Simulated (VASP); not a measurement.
# Sr (Fm-3m) in VASP: notebook, part 2 of 2

VASP 6.6.1. The steps go on from the part before.

## 4. Electric field gradients, LDA (volume scaled by 0.98)

The input, INCAR:

```
PREC = Accurate
ENCUT = 520
EDIFF = 1E-8
ISMEAR = -1
SIGMA = 0.08
LREAL = F
LASPH = T
NELM = 80
ALGO = Normal
ISIF = 2
LWAVE = F
LCHARG = F
LEFG = T
NBANDS = 11
```

The input, KPOINTS:

```
regular mesh
0
Gamma
  10 10 10
```

The input, POSCAR:

```
Sr
1.0
    0.0000000000      3.0219309284      3.0219309284
    3.0219309284      0.0000000000      3.0219309284
    3.0219309284      3.0219309284      0.0000000000
Sr
1
Direct
    0.0000000000      0.0000000000      0.0000000000
```

Potentials or basis: VASP PAW LDA potentials, release 64 (Sr_sv).

Run with:

```console
$ cat potpaw_LDA.64/Sr_sv/POTCAR > POTCAR
$ mpirun -np 1 vasp_std > vasp.out
```

OUTCAR:

```text
PREC = Accurate
   ENCUT = 520
   EDIFF = 1E-8
   ISMEAR = -1
   LREAL = F
   LASPH = T
   NELM = 80
   ISIF = 2

 ion  position               nearest neighbor table
   1  0.000  0.000  0.000-

  LATTYP: Found a face centered cubic cell.
 ALAT       =     6.0438618568

  Lattice vectors:

 A1 = (   0.0000000000,   3.0219309284,   3.0219309284)
 A2 = (   3.0219309284,   0.0000000000,   3.0219309284)
 A3 = (   3.0219309284,   3.0219309284,   0.0000000000)

Analysis of symmetry for initial positions (statically):
=====================================================================
 Subroutine PRICEL returns:
 Original cell was already a primitive cell.

 Routine SETGRP: Setting up the symmetry group for a
 face centered cubic supercell.

 Subroutine GETGRP returns: Found 48 space group operations
 (whereof 48 operations were pure point group operations)
 out of a pool of 48 trial point group operations.

The static configuration has the point symmetry O_h .

Analysis of symmetry for dynamics (positions and initial velocities):
=====================================================================
 Subroutine PRICEL returns:
 Original cell was already a primitive cell.

 Routine SETGRP: Setting up the symmetry group for a
 face centered cubic supercell.

 Subroutine GETGRP returns: Found 48 space group operations
 (whereof 48 operations were pure point group operations)
 out of a pool of 48 trial point group operations.

The dynamic configuration has the point symmetry O_h .

 Subroutine INISYM returns: Found 48 space group operations
 (whereof 48 operations are pure point group operations),
 and found     1 'primitive' translations

----------------------------------------------------------------------------------------

                                     Primitive cell

  volume of cell :      55.1929

  direct lattice vectors                    reciprocal lattice vectors
     0.000000000  3.021930928  3.021930928    -0.165457124  0.165457124  0.165457124
     3.021930928  0.000000000  3.021930928     0.165457124 -0.165457124  0.165457124
     3.021930928  3.021930928  0.000000000     0.165457124  0.165457124 -0.165457124

  length of vectors
     4.273655703  4.273655703  4.273655703     0.286580145  0.286580145  0.286580145

  position of ions in fractional coordinates (direct lattice)
     0.000000000  0.000000000  0.000000000

  ion indices of the primitive-cell ions
   primitive index   ion index
                 1           1

----------------------------------------------------------------------------------------

 KPOINTS: regular mesh

Automatic generation of k-mesh.
 Grid dimensions read from file:
 generate k-points for:   10   10   10

 Generating k-lattice:

  Cartesian coordinates                     Fractional coordinates (reciprocal lattice)
    -0.016545712  0.016545712  0.016545712     0.100000000  0.000000000  0.000000000
     0.016545712 -0.016545712  0.016545712     0.000000000  0.100000000  0.000000000
[... 63 lines left out ...]
   NFREE  =      0    steps in history (QN), initial steepest desc. (CG)
   ISIF   =      2    stress and relaxation
   ISYM   =      2    0-nonsym 1-usesym 2-fastsym
   POTIM  = 0.5000    time-step for ionic-motion
   TEBEG  =    0.0;   TEEND  =   0.0 temperature during run
   PSTRESS=    0.0 pullay stress
   NELECT =      10.0000    total number of electrons
   NUPDOWN=      -1.0000    fix difference up-down
   EMIN   =  10.00;   EMAX   =-10.00  energy-range for DOS
   EFERMI =   0.00;   METHOD = LEGACY
   ISMEAR =    -1;   SIGMA  =   0.08  broadening in eV -4-tet -1-fermi 0-gaus
   EFERMI_NEDOS =   21; number of points for ismear=-14 and -15
   IALGO  =     38    algorithm
   IMIX   =      4    mixing-type and parameters
     AMIX     =   0.40;   BMIX     =  1.00
     AMIX_MAG =   1.60;   BMIX_MAG =  1.00
  volume/ion in A,a.u.               =      55.19       372.46
  Fermi-wavevector in a.u.,A,eV,Ry     =   0.926361  1.750569 11.675769  0.858145
  Thomas-Fermi vector in A             =   2.052315
   LORBIT       =      0    0 simple, 1 ext, 2 COOP (PROOUT), +10 PAW based schemes
   GGA     = CA    functional components
   LHFCALC =     F    Hartree Fock is set to
   AEXX    =    0.0000 exact exchange contribution
   IVDW    =     0    specifies the selected vdW correction
   LEPSILON=     F    determine dielectric tensor
   LRPA    =     F    only Hartree local field effects (RPA)
 non-spin polarized calculation
  energy-cutoff  :      520.00
  volume of cell :       55.19
 maximum number of plane-waves:      1524
   NGX = 15   NGY = 15   NGZ = 15

 number of electron      10.0000000 magnetization

 Free energy of the ion-electron system (eV)
  ---------------------------------------------------
  ext. energy  EPLUGINS =         0.00000000
  ---------------------------------------------------
  free energy    TOTEN  =        -1.87837374 eV

  energy without entropy =       -1.85075989  energy(sigma->0) =       -1.86456681

 E-fermi :   1.4142     XC(G=0):  -7.5459

 val. band max:        1.3720109130   @ k =  -0.3000   0.5000   0.2000
 cond. band min:       1.4163104563   @ k =  -0.3000   0.4000   0.1000
 fundamental gap:      0.0442995433
 Fermi energy:         1.4142423274

 k-point     1 :       0.0000    0.0000    0.0000
  band No.  band energies     occupation
      1     -35.0592      2.00000
      2     -17.0431      2.00000
      3     -17.0431      2.00000
      4     -17.0431      2.00000
      5      -2.2481      2.00000
      6       3.6424      0.00000
      7       3.6424      0.00000
      8       3.6424      0.00000
      9       5.0884      0.00000
     10       5.0884      0.00000
     11       8.5719      0.00000
[... 309 lines left out ...]
 k-point    24 :       0.4000    0.3000    0.0000
  band No.  band energies     occupation
      1     -35.0441      2.00000
      2     -17.1946      2.00000
      3     -17.1051      2.00000
      4     -17.0989      2.00000
      5       0.0328      2.00000
      6       1.9822      0.00165
      7       2.7129      0.00000
      8       4.7917      0.00000
      9       5.1442      0.00000
     10       6.0355      0.00000
     11       7.6765      0.00000

 [... further k-points ...]
[... 5 lines left out ...]
  --------------------------------------------------------------------------------------
  -------------------------------------------------------------------------------------
  Total       -0.4792196     -0.4792196     -0.4792196      0.0000000     -0.0000000      0.0000000
  in kB      -13.9111029    -13.9111029    -13.9111029      0.0000000     -0.0000000      0.0000000
  external PRESSURE =     -13.9111029 kB  Pullay stress =       0.0000000 kB

 VOLUME and BASIS-vectors are now :
 -----------------------------------------------------------------------------
  energy-cutoff  :      520.00
  volume of cell :       55.19
      direct lattice vectors                 reciprocal lattice vectors
     0.000000000  3.021930928  3.021930928    -0.165457124  0.165457124  0.165457124
     3.021930928  0.000000000  3.021930928     0.165457124 -0.165457124  0.165457124
     3.021930928  3.021930928  0.000000000     0.165457124  0.165457124 -0.165457124

 POSITION                                       TOTAL-FORCE (eV/Angst)
 -----------------------------------------------------------------------------------
      0.00000      0.00000      0.00000        -0.000000     -0.000000      0.000000
 -----------------------------------------------------------------------------------
    total drift:                                0.000000      0.000000      0.000000

  FREE ENERGIE OF THE ION-ELECTRON SYSTEM (eV)
  ---------------------------------------------------
  free  energy   TOTEN  =        -1.8783737409 eV

  energy  without entropy=       -1.8507598882  energy(sigma->0) =       -1.86456681

 Electric field gradients (V/A^2)
---------------------------------------------------------------------
 ion       V_xx      V_yy      V_zz      V_xy      V_xz      V_yz
---------------------------------------------------------------------
   1      -0.000    -0.000    -0.000    -0.000    -0.000    -0.000
---------------------------------------------------------------------

 Electric field gradients after diagonalization (V/A^2)
 (convention: |V_zz| > |V_xx| > |V_yy|)
----------------------------------------------------------------------
 ion       V_xx      V_yy      V_zz     asymmetry (V_yy - V_xx)/ V_zz
----------------------------------------------------------------------
   1       0.000     0.000    -0.000       0.000
----------------------------------------------------------------------

           NMR quadrupolar parameters

 Cq : quadrupolar parameter    Cq=e*Q*V_zz/h
 eta: asymmetry parameters     (V_yy - V_xx)/ V_zz
 Q  : nuclear electric quadrupole moment in mb (millibarn)
----------------------------------------------------------------------
 ion       Cq(MHz)       eta       Q (mb)
----------------------------------------------------------------------
   1      -0.000       0.000       1.000
----------------------------------------------------------------------
```

OSZICAR:

```text
N       E                     dE             d eps       ncg     rms          rms(c)
DAV:   1     0.362778716844E+02    0.36278E+02   -0.46172E+03  1034   0.774E+02
DAV:   2    -0.281142118566E+00   -0.36559E+02   -0.35831E+02  1216   0.156E+02
DAV:   3    -0.182154174054E+01   -0.15404E+01   -0.15255E+01  1528   0.237E+01
DAV:   4    -0.187991380488E+01   -0.58372E-01   -0.58297E-01  1330   0.433E+00
DAV:   5    -0.188129112147E+01   -0.13773E-02   -0.13772E-02  1451   0.528E-01    0.111E+01
DAV:   6    -0.187964781688E+01    0.16433E-02   -0.65253E-03  1198   0.956E-01    0.625E+00
DAV:   7    -0.187841957485E+01    0.12282E-02   -0.10382E-02  1145   0.118E+00    0.282E-01
DAV:   8    -0.187835261659E+01    0.66958E-04   -0.14087E-03  1626   0.207E-01    0.664E-02
DAV:   9    -0.187836793323E+01   -0.15317E-04   -0.14707E-05  1231   0.316E-02    0.292E-02
DAV:  10    -0.187837344801E+01   -0.55148E-05   -0.52199E-06  1417   0.216E-02    0.107E-02
DAV:  11    -0.187837376183E+01   -0.31382E-06   -0.46025E-07  1241   0.660E-03    0.897E-03
DAV:  12    -0.187837374370E+01    0.18129E-07   -0.65615E-08  1754   0.211E-03    0.301E-03
DAV:  13    -0.187837374090E+01    0.28015E-08   -0.40472E-09   689   0.676E-04
   1 F= -.18783737E+01 E0= -.18645668E+01  d E =-.276139E-01
```

Run time: 12 s. Hardware: 1 thread of Intel Xeon Platinum 8375C at 2.90GHz (Ice Lake), shared host; peak memory 0.16 GiB.

Results:

```yaml
Free_energy: -1.8784 eV
Pressure: -1.4 GPa
Band_gap_on_the_k_mesh: zero (band 5 reaches 1.46 eV, above the bottom of band 6 at 1.42 eV)
```

Levels at points of the mesh, in eV from the Fermi level:
| k point | band 1 | band 2 | band 3 | band 4 | band 5 | band 6 | band 7 | band 8 | band 9 | band 10 |
| --- | --- | --- | --- | --- | --- | --- | --- | --- | --- | --- |
| (0.00, 0.00, 0.00) | -36.47 | -18.46 | -18.46 | -18.46 | -3.66 | 2.23 | 2.23 | 2.23 | 3.67 | 3.67 |
| (0.50, 0.00, 0.00) | -36.46 | -18.66 | -18.48 | -18.48 | -1.18 | 0.12 | 2.08 | 2.08 | 4.71 | 4.71 |
| (0.50, 0.50, 0.00) | -36.45 | -18.64 | -18.53 | -18.53 | -0.67 | 0.28 | 1.08 | 4.72 | 5.01 | 5.01 |

Caveat: without QUAD_EFG the Cq values of the log hold for a quadrupole moment of 1 mb, not for the nuclei.
